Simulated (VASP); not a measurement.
Runs of VASP 6.6.1 on Zr4F. The structure is that of space group Im-3m (No. 229), or close to it. The cells are those of the table. 

```tsv
task	cell	k mesh	cutoff (eV)	gap on the mesh (eV)	pressure (GPa)
single point	a = 5.163 Å, angles 109.5°, 5 atoms	4 × 4 × 4	520	none	(a)
single point	a = 4.619 Å, angles 109.5°, 5 atoms	4 × 4 × 4	520	none	47.2
single point	a = 5.165 Å, angles 109.5°, 5 atoms	10 × 10 × 10	520	none	0.0
relaxation of cell and atoms	relaxed from a = 4.619 Å, angles 109.5°, 5 atoms	4 × 4 × 4	600	none	0.0
```

Alike in all rows: level PBE; potentials or basis VASP PAW PBE potentials, release 64 (Zr_sv, F); no spin polarisation; smearing gaussian 0.1 eV.

Task: Estimate the missing entries.

Result: (a) 0.3.

Caveats: some runs use coarse meshes; an odd number of electrons without spin polarisation forces a metal; a magnetic or distorted state may lie lower.

A k mesh can miss the band edges, and the runs leave out spin-orbit coupling on Zr.

A gap of «none» marks levels without a gap at the run's occupations.
